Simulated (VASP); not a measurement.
# TaN (P-6m2) in VASP: a series of runs

Runs on TaN. Level: PBEsol. Tasks: single point.

Program: VASP 6.6.1. These are calculated values, not measurements. Logs are shortened: lines on timing, memory, paths and dates and some standing lists are left out, and cuts for length are marked.

## 1. The cell of the first run

It takes space group P-6m2 (No. 187, hexagonal). Conventional cell: a = 2.997 Å, b = 2.997 Å, c = 3.014 Å, α = 90.00°, β = 90.00°, γ = 120.00°. Within 3.0 Å of Ta (site symmetry -6m2) lie 6 N at 2.29 Å and 6 Ta at 3.00 Å. N (site symmetry -6m2) has 6 Ta at 2.29 Å and 6 N at 3.00 Å within 3.0 Å.

## 2. Single point, PBEsol

Contents of INCAR:

```
ALGO     = Normal         # electronic algorithm
EDIFF    = 1E-7           # SCF threshold, eV
ENCUT    = 520            # plane-wave cutoff, eV
GGA      = PS             # functional
ISIF     = 2              # what is computed and relaxed
ISMEAR   = 0              # smearing method
LASPH    = True           # aspherical terms in the spheres
LCHARG   = False          # write CHGCAR
LREAL    = False          # projectors in reciprocal space
LWAVE    = False          # write WAVECAR
NBANDS   = 15             # bands
NELM     = 60             # most SCF steps
PREC     = Accurate       # precision mode
SIGMA    = 0.15           # smearing width, eV
```

Contents of KPOINTS:

```
k-points
0
Gamma
  18 18 16
```

Contents of POSCAR:

```
TaN
1.0
    2.9971000000      0.0000000000      0.0000000000
   -1.4985500000      2.5955647377      0.0000000000
    0.0000000000      0.0000000000      3.0143000000
Ta N
1 1
Direct
    0.3333333333      0.6666666667      0.5000000000
    0.0000000000      0.0000000000      0.0000000000
```

Potentials or basis: VASP PAW PBE potentials, release 64 (Ta_pv, N).

The run is started by

```
> cat potpaw_PBE.64/Ta_pv/POTCAR potpaw_PBE.64/N/POTCAR > POTCAR
> mpirun -np 1 vasp_std > vasp.out
```

OUTCAR:

```text
EDIFF = 1E-7
   ENCUT = 520
   GGA = PS
   ISIF = 2
   ISMEAR = 0
   LASPH = True
   LREAL = False
   NELM = 60
   PREC = Accurate

 ion  position               nearest neighbor table
   1  0.333  0.667  0.500-   2 2.29   2 2.29   2 2.29   2 2.29   2 2.29   2 2.29
   2  0.000  0.000  0.000-   1 2.29   1 2.29   1 2.29   1 2.29   1 2.29   1 2.29

  LATTYP: Found a hexagonal cell.
 ALAT       =     2.9971000000
 C/A-ratio  =     1.0057388809

  Lattice vectors:

 A1 = (   2.9971000000,   0.0000000000,   0.0000000000)
 A2 = (  -1.4985500000,   2.5955647377,   0.0000000000)
 A3 = (   0.0000000000,   0.0000000000,   3.0143000000)

Analysis of symmetry for initial positions (statically):
=====================================================================
 Subroutine PRICEL returns:
 Original cell was already a primitive cell.

 Routine SETGRP: Setting up the symmetry group for a
 hexagonal supercell.

 Subroutine GETGRP returns: Found 12 space group operations
 (whereof 12 operations were pure point group operations)
 out of a pool of 24 trial point group operations.

The static configuration has the point symmetry D_3h.

Analysis of symmetry for dynamics (positions and initial velocities):
=====================================================================
 Subroutine PRICEL returns:
 Original cell was already a primitive cell.

 Routine SETGRP: Setting up the symmetry group for a
 hexagonal supercell.

 Subroutine GETGRP returns: Found 12 space group operations
 (whereof 12 operations were pure point group operations)
 out of a pool of 24 trial point group operations.

The dynamic configuration has the point symmetry D_3h.

 Subroutine INISYM returns: Found 12 space group operations
 (whereof 12 operations are pure point group operations),
 and found     1 'primitive' translations

----------------------------------------------------------------------------------------

                                     Primitive cell

  volume of cell :      23.4487

  direct lattice vectors                    reciprocal lattice vectors
     2.997100000  0.000000000  0.000000000     0.333655867  0.192636305  0.000000000
    -1.498550000  2.595564738  0.000000000     0.000000000  0.385272610  0.000000000
     0.000000000  0.000000000  3.014300000     0.000000000  0.000000000  0.331751982

  length of vectors
     2.997100000  2.997100000  3.014300000     0.385272610  0.385272610  0.331751982

[... 85 lines left out ...]
   NFREE  =      0    steps in history (QN), initial steepest desc. (CG)
   ISIF   =      2    stress and relaxation
   ISYM   =      2    0-nonsym 1-usesym 2-fastsym
   POTIM  = 0.5000    time-step for ionic-motion
   TEBEG  =    0.0;   TEEND  =   0.0 temperature during run
   PSTRESS=    0.0 pullay stress
   NELECT =      16.0000    total number of electrons
   NUPDOWN=      -1.0000    fix difference up-down
   EMIN   =  10.00;   EMAX   =-10.00  energy-range for DOS
   EFERMI =   0.00;   METHOD = LEGACY
   ISMEAR =     0;   SIGMA  =   0.15  broadening in eV -4-tet -1-fermi 0-gaus
   EFERMI_NEDOS =   21; number of points for ismear=-14 and -15
   IALGO  =     38    algorithm
   IMIX   =      4    mixing-type and parameters
     AMIX     =   0.40;   BMIX     =  1.00
     AMIX_MAG =   1.60;   BMIX_MAG =  1.00
  volume/ion in A,a.u.               =      11.72        79.12
  Fermi-wavevector in a.u.,A,eV,Ry     =   1.441258  2.723582 28.262344  2.077224
  Thomas-Fermi vector in A             =   2.559910
   LORBIT       =      0    0 simple, 1 ext, 2 COOP (PROOUT), +10 PAW based schemes
   GGA     = PS    functional components
   LHFCALC =     F    Hartree Fock is set to
   AEXX    =    0.0000 exact exchange contribution
   IVDW    =     0    specifies the selected vdW correction
   LEPSILON=     F    determine dielectric tensor
   LRPA    =     F    only Hartree local field effects (RPA)
 non-spin polarized calculation
 Gauss-broadening in eV      SIGMA  =   0.15
  energy-cutoff  :      520.00
  volume of cell :       23.45
 maximum number of plane-waves:       659
 NGX is ok and might be reduce to    24
   NGX = 11   NGY = 11   NGZ = 11

 number of electron      15.9999999 magnetization

 Free energy of the ion-electron system (eV)
  ---------------------------------------------------
  ext. energy  EPLUGINS =         0.00000000
  ---------------------------------------------------
  free energy    TOTEN  =       -23.57843266 eV

  energy without entropy =      -23.57768578  energy(sigma->0) =      -23.57805922

 E-fermi :   7.1879     XC(G=0): -13.0540

 val. band max:        7.1447679222   @ k =   0.0000   0.0000   0.4375
 cond. band min:       7.2081086636   @ k =   0.0556   0.0000   0.5000
 fundamental gap:      0.0633407414
 Fermi energy:         7.1878636490

 k-point     1 :       0.0000    0.0000    0.0000
  band No.  band energies     occupation
      1     -27.8583      2.00000
      2     -27.5551      2.00000
      3     -27.5551      2.00000
      4      -9.8388      2.00000
      5       3.2103      2.00000
      6       3.2103      2.00000
      7       3.2843      2.00000
      8       4.2926      2.00000
      9       9.0105      0.00000
     10      10.3225      0.00000
     11      10.3225      0.00000
     12      10.6966      0.00000
     13      10.6966      0.00000
     14      19.6649      0.00000
[... 401 lines left out ...]
      2     -27.7981      2.00000
      3     -27.7446      2.00000
      4      -7.7654      2.00000
      5      -0.3489      2.00000
      6       2.3098      2.00000
      7       3.3097      2.00000
      8       5.1735      2.00000
      9       9.1396      0.00000
     10      10.0320      0.00000
     11      11.3531      0.00000
     12      12.5940      0.00000
     13      14.8922      0.00000
     14      18.2466      0.00000
     15      20.2765      0.00000

 [... further k-points ...]
[... 5 lines left out ...]
  --------------------------------------------------------------------------------------
  -------------------------------------------------------------------------------------
  Total       -3.4252875     -3.4252875     -5.7565108      0.0000000      0.0000000     -0.0000000
  in kB     -234.0388955   -234.0388955   -393.3238984      0.0000000      0.0000000     -0.0000000
  external PRESSURE =    -287.1338965 kB  Pullay stress =       0.0000000 kB

 VOLUME and BASIS-vectors are now :
 -----------------------------------------------------------------------------
  energy-cutoff  :      520.00
  volume of cell :       23.45
      direct lattice vectors                 reciprocal lattice vectors
     2.997100000  0.000000000  0.000000000     0.333655867  0.192636305  0.000000000
    -1.498550000  2.595564738  0.000000000     0.000000000  0.385272610  0.000000000
     0.000000000  0.000000000  3.014300000     0.000000000  0.000000000  0.331751982

 POSITION                                       TOTAL-FORCE (eV/Angst)
 -----------------------------------------------------------------------------------
     -0.00000      1.73038      1.50715         0.000000      0.000000      0.000000
      0.00000      0.00000      0.00000        -0.000000      0.000000      0.000000
 -----------------------------------------------------------------------------------
    total drift:                                0.000000     -0.000000     -0.000000

  FREE ENERGIE OF THE ION-ELECTRON SYSTEM (eV)
  ---------------------------------------------------
  free  energy   TOTEN  =       -23.5784326612 eV

  energy  without entropy=      -23.5776857762  energy(sigma->0) =      -23.57805922
```

OSZICAR:

```text
N       E                     dE             d eps       ncg     rms          rms(c)
DAV:   1     0.886379480742E+02    0.88638E+02   -0.86756E+03  9998   0.111E+03
DAV:   2    -0.231174338707E+02   -0.11176E+03   -0.10490E+03 12237   0.299E+02
DAV:   3    -0.260128262945E+02   -0.28954E+01   -0.28809E+01 11460   0.448E+01
DAV:   4    -0.260256912665E+02   -0.12865E-01   -0.12863E-01 13035   0.325E+00
DAV:   5    -0.260257829614E+02   -0.91695E-04   -0.91694E-04 11530   0.253E-01    0.200E+01
DAV:   6    -0.237461425058E+02    0.22796E+01   -0.36471E+00 13037   0.225E+01    0.835E+00
DAV:   7    -0.236216715495E+02    0.12447E+00   -0.56449E-01 12244   0.619E+00    0.586E+00
DAV:   8    -0.235858798667E+02    0.35792E-01   -0.22883E-01 12328   0.389E+00    0.125E+00
DAV:   9    -0.235786125930E+02    0.72673E-02   -0.17963E-02 11628   0.108E+00    0.222E-01
DAV:  10    -0.235784868121E+02    0.12578E-03   -0.10124E-03 12426   0.360E-01    0.864E-02
DAV:  11    -0.235784327467E+02    0.54065E-04   -0.61948E-05 11971   0.859E-02    0.153E-02
DAV:  12    -0.235784326545E+02    0.92247E-07   -0.86538E-06 11222   0.247E-02    0.311E-03
DAV:  13    -0.235784326612E+02   -0.67289E-08   -0.56559E-08  9153   0.242E-03
   1 F= -.23578433E+02 E0= -.23578059E+02  d E =-.746885E-03
```

Run time: 31 s. Hardware: 1 thread of Intel Xeon Platinum 8559C (Emerald Rapids), shared host; peak memory 0.23 GiB.

Results:

```yaml
Free_energy: -23.5784 eV
Pressure: -28.7 GPa
Band_gap_on_the_k_mesh: zero (band 8 reaches 7.54 eV, above the bottom of band 9 at 7.11 eV)
```

Caveat: the PAW data sets were made with another functional, which shifts forces and pressure a little; spin-orbit coupling is left out, which moves the levels of the heavy elements.

## 3. Single point, PBEsol

Contents of INCAR:

```
PREC = Accurate ; ENCUT = 520
EDIFF = 1E-6 ; ISMEAR = 0
SIGMA = 0.15 ; LREAL = F
LASPH = T ; NELM = 60
ALGO = Normal ; ISIF = 2
LWAVE = F ; LCHARG = T
GGA = PS ; LELF = T
LVHAR = T ; NBANDS = 15
```

Contents of KPOINTS:

```
Automatic mesh
0
Gamma
  18 18 16
```

Contents of POSCAR:

```
TaN
1.0
    3.0337000000      0.0000000000      0.0000000000
   -1.5168500000      2.6272612675      0.0000000000
    0.0000000000      0.0000000000      2.9425000000
Ta N
1 1
Direct
    0.3333333333      0.6666666667      0.5000000000
    0.0000000000      0.0000000000      0.0000000000
```

Potentials or basis: VASP PAW PBE potentials, release 64 (Ta_pv, N).

The run is started by

```
> cat potpaw_PBE.64/Ta_pv/POTCAR potpaw_PBE.64/N/POTCAR > POTCAR
> mpirun -np 1 vasp_std > vasp.out
```

It took 34 s on 1 thread of Intel Xeon Platinum 8559C (Emerald Rapids), shared host; peak memory 0.23 GiB.

The run converged. Its results:

```
Free energy            : -23.6002 eV
Pressure               : -28.1 GPa
Band gap on the k mesh : zero (band 8 reaches 7.51 eV, above the bottom of band 9 at 7.16 eV)
```

Stress tensor (GPa, compression positive):
```
-29.22   0.00   0.00
  0.00 -29.22   0.00
  0.00   0.00 -25.93
```

Levels at points of the mesh, in eV from the Fermi level:
```csv
k point,band 5,band 6,band 7,band 8,band 9,band 10,band 11,band 12
"(0.00, 0.00, 0.00)",-4.27,-4.27,-3.80,-2.71,1.52,3.30,3.30,3.55
"(0.50, 0.00, 0.00)",-7.84,-4.68,-3.14,-3.04,2.72,3.48,4.65,4.81
"(0.00, 0.00, 0.50)",-8.83,-3.52,-3.52,-0.06,-0.06,2.36,3.00,3.00
"(0.50, 0.00, 0.50)",-6.85,-5.83,-5.28,-0.43,3.59,4.69,5.44,6.33
```

Caveat: the PAW data sets were made with another functional, which shifts forces and pressure a little; spin-orbit coupling is left out, which moves the levels of the heavy elements.

## 4. Single point, PBEsol

This run uses another cell than the first one, of 11.86 Å³/atom, 1.012 times its volume.

Contents of INCAR:

```
SYSTEM = TaN
  ALGO = Normal
  EDIFF = 1E-6
  ENCUT = 520
  GGA = PS
  ISIF = 2
  ISMEAR = 0
  LASPH = .True.
  LCHARG = .True.
  LELF = .True.
  LREAL = .False.
  LVHAR = .True.
  LWAVE = .False.
  NBANDS = 15
  NELM = 80
  PREC = Accurate
  SIGMA = 0.15
```

Contents of KPOINTS:

```
k-points
0
Gamma
  18 18 16
  0 0 0
```

Contents of POSCAR:

```
TaN
1.0
    3.0702000000      0.0000000000      0.0000000000
   -1.5351000000      2.6588711947      0.0000000000
    0.0000000000      0.0000000000      2.9066000000
Ta N
1 1
Direct
    0.3333333333      0.6666666667      0.5000000000
    0.0000000000      0.0000000000      0.0000000000
```

The run is started by

```
> cat potpaw_PBE.64/Ta_pv/POTCAR potpaw_PBE.64/N/POTCAR > POTCAR
> mpirun -np 1 vasp_std > vasp.out
```

Run time: 32 s. Hardware: 1 thread of Intel Xeon Platinum 8559C (Emerald Rapids), shared host; peak memory 0.23 GiB.

The run converged. Its results:

* Free energy: -23.5279 eV
* Pressure: -30.0 GPa
* Band gap on the k mesh: zero (band 8 reaches 7.37 eV, above the bottom of band 9 at 7.08 eV)

Stress tensor (GPa, compression positive):
```
-35.24   0.00   0.00
  0.00 -35.24   0.00
  0.00   0.00 -19.65
```

Levels at points of the mesh, in eV from the Fermi level:
| k point | band 5 | band 6 | band 7 | band 8 | band 9 | band 10 | band 11 | band 12 |
| --- | --- | --- | --- | --- | --- | --- | --- | --- |
| (0.00, 0.00, 0.00) | -4.40 | -4.40 | -3.72 | -2.55 | 1.27 | 3.36 | 3.36 | 3.54 |
| (0.50, 0.00, 0.00) | -7.82 | -4.43 | -3.15 | -3.11 | 2.77 | 3.21 | 4.41 | 4.85 |
| (0.00, 0.00, 0.50) | -8.74 | -3.67 | -3.67 | -0.04 | -0.04 | 2.62 | 2.81 | 2.81 |
| (0.50, 0.00, 0.50) | -6.82 | -5.77 | -5.38 | -0.36 | 3.47 | 4.47 | 5.46 | 6.16 |

Caveat: the PAW data sets were made with another functional, which shifts forces and pressure a little; spin-orbit coupling is left out, which moves the levels of the heavy elements.

## 5. Single point, PBEsol

This run uses another cell than the first one, of 11.87 Å³/atom, 1.012 times its volume.

Contents of INCAR:

```
SYSTEM = TaN
ALGO = Normal
EDIFF = 1E-6
ENCUT = 520
GGA = PS
ISIF = 2
ISMEAR = 0
LASPH = .TRUE.
LCHARG = .TRUE.
LELF = .TRUE.
LREAL = .FALSE.
LVHAR = .TRUE.
LWAVE = .FALSE.
NBANDS = 15
NELM = 60
PREC = Accurate
SIGMA = 0.15
```

Contents of KPOINTS:

```
k-points
0
G
  18 18 16
  0 0 0
```

Contents of POSCAR:

```
TaN
1.0
    3.0337000000      0.0000000000      0.0000000000
   -1.5168500000      2.6272612675      0.0000000000
    0.0000000000      0.0000000000      2.9784000000
Ta N
1 1
Direct
    0.3333333333      0.6666666667      0.5000000000
    0.0000000000      0.0000000000      0.0000000000
```

The run is started by

```
> cat potpaw_PBE.64/Ta_pv/POTCAR potpaw_PBE.64/N/POTCAR > POTCAR
> mpirun -np 1 vasp_std > vasp.out
```

Run time: 33 s. Hardware: 1 thread of Intel Xeon Platinum 8559C (Emerald Rapids), shared host; peak memory 0.23 GiB.

The run converged. Its results:

```yaml
Free_energy: -23.5473 eV
Pressure: -31.1 GPa
Band_gap_on_the_k_mesh: zero (band 8 reaches 7.40 eV, above the bottom of band 9 at 7.02 eV)
```

Stress tensor (GPa, compression positive):
```
-29.97   0.00   0.00
  0.00 -29.97   0.00
  0.00   0.00 -33.46
```

Levels at points of the mesh, in eV from the Fermi level:
| k point | band 5 | band 6 | band 7 | band 8 | band 9 | band 10 | band 11 | band 12 |
| --- | --- | --- | --- | --- | --- | --- | --- | --- |
| (0.00, 0.00, 0.00) | -4.12 | -4.12 | -3.78 | -2.75 | 1.53 | 3.19 | 3.19 | 3.47 |
| (0.50, 0.00, 0.00) | -7.74 | -4.71 | -3.09 | -2.95 | 2.63 | 3.52 | 4.65 | 4.69 |
| (0.00, 0.00, 0.50) | -8.76 | -3.38 | -3.38 | -0.06 | -0.06 | 2.18 | 3.04 | 3.04 |
| (0.50, 0.00, 0.50) | -6.77 | -5.78 | -5.14 | -0.48 | 3.52 | 4.67 | 5.26 | 6.25 |

Caveat: the PAW data sets were made with another functional, which shifts forces and pressure a little; spin-orbit coupling is left out, which moves the levels of the heavy elements.

## 6. The runs side by side

| cell | gap on the mesh (eV) | pressure (GPa) |
| --- | --- | --- |
| a = 2.997, b = 2.997, c = 3.014 Å, angles 90.0, 90.0, 120.0°, 2 atoms | none | -28.7 |
| a = 3.034, b = 3.034, c = 2.942 Å, angles 90.0, 90.0, 120.0°, 2 atoms | none | -28.1 |
| a = 3.070, b = 3.070, c = 2.907 Å, angles 90.0, 90.0, 120.0°, 2 atoms | none | -30.0 |
| a = 3.034, b = 3.034, c = 2.978 Å, angles 90.0, 90.0, 120.0°, 2 atoms | none | -31.1 |

Alike in all rows: task single point; level PBEsol; potentials or basis VASP PAW PBE potentials, release 64 (Ta_pv, N); no spin polarisation; k mesh 18 × 18 × 16; cutoff (eV) 520; smearing gaussian 0.15 eV.

Caveats: the PAW data sets were made with another functional, which shifts forces and pressure a little; spin-orbit coupling is left out, which moves the levels of the heavy elements.

Total energies depend on the potentials used, so only differences within one code and one set of settings carry meaning.
